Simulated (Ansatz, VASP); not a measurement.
## C: VASP beside Ansatz

POSCAR

```
C
1.0
   -0.0516797267      1.7996493800      1.7996493800
    1.7996493800     -0.0516797267      1.7996493800
    1.7996493800      1.7996493800     -0.0516797267
C
2
Direct
   -0.0000596674     -0.0000596674     -0.0000596674
    0.2500596674      0.2500596674      0.2500596674
```

The input INCAR.step1:

```
  PREC = Accurate
  ENCUT = 520
  ISMEAR = 0
  SIGMA = 0.01
  LREAL = False
  LASPH = True
  NELM = 100
  NBANDS = 11
  GGA = PE
  ALGO = Normal
  EDIFF = 1E-4
  LWAVE = True
  LCHARG = False
```

File INCAR.step2:

```
  PREC = Accurate
  ENCUT = 520
  EDIFF = 1E-6
  ISMEAR = 0
  SIGMA = 0.01
  LREAL = False
  LASPH = True
  NELM = 100
  ALGO = Normal
  ISIF = 2
  LWAVE = False
  LCHARG = False
  METAGGA = R2SCAN
  LMIXTAU = True
  NBANDS = 11
  ISTART = 1
```

File KPOINTS:

```
Automatic mesh
0
Gamma
  12 12 12
```

Input for Ansatz:

```yaml
crystal:
  lattice:
    - [-0.0516797267, 1.79964938, 1.79964938]
    - [1.79964938, -0.0516797267, 1.79964938]
    - [1.79964938, 1.79964938, -0.0516797267]
  atoms:
    - { symbol: C, position: [-5.96674e-05, -5.96674e-05, -5.96674e-05] }
    - { symbol: C, position: [0.2500596674, 0.2500596674, 0.2500596674] }
kpoints:
  mp_grid: { grid: [12, 12, 12] }
  band_path:
    path:
      - [0.0, 0.0, 0.0]
      - [0.5, 0.0, 0.5]
      - [0.625, 0.25, 0.625]
      - [0.375, 0.375, 0.75]
      - [0.5, 0.5, 0.5]
      - [0.5, 0.25, 0.75]
      - [0.005208, 0.380208, 0.380208]
    npoints: 1
hamiltonian:
  xc: r2scan
scf:
  occupations: { method: fixed }
  n_extra_bands: 4
output:
  forces: true
  stress: true
  eigenvalues: true
  write_density: true
  write_potential: true
  elf: true
  volumetric_format: npy
```

Change from the starting cell: epitaxial_111 strain +4.0%.

Alike in both runs: task single point; functional r2SCAN; k mesh 12 × 12 × 12; no spin polarisation.

```csv
,VASP,Ansatz
version,VASP 6.6.1,Ansatz 0.2.0
potentials or method,"VASP PAW PBE potentials, release 64 (C)","plane waves, PAW"
plane-wave cutoff (eV),520,500
occupations,"gaussian, width 0.01 eV",fixed
valence electrons in the cell,8,8
```

|  | VASP | Ansatz | Ansatz less VASP |
| --- | --- | --- | --- |
| gap on the k mesh at the Fermi level (eV) | 4.11 | 4.13 | +0.024 |
| pressure (GPa) | -27.6 | -28.5 | -0.86 |
| traceless stress, the component that is largest in VASP (GPa) | 14.32 | 14.23 | -0.094 |
| rms of the force components (eV/Å) | 0.010 | 0.000 | -0.0098 |

VASP's potentials were made for PBE, not for r2SCAN. Atom by atom the forces differ by 0.010 eV/Å (rms over components).
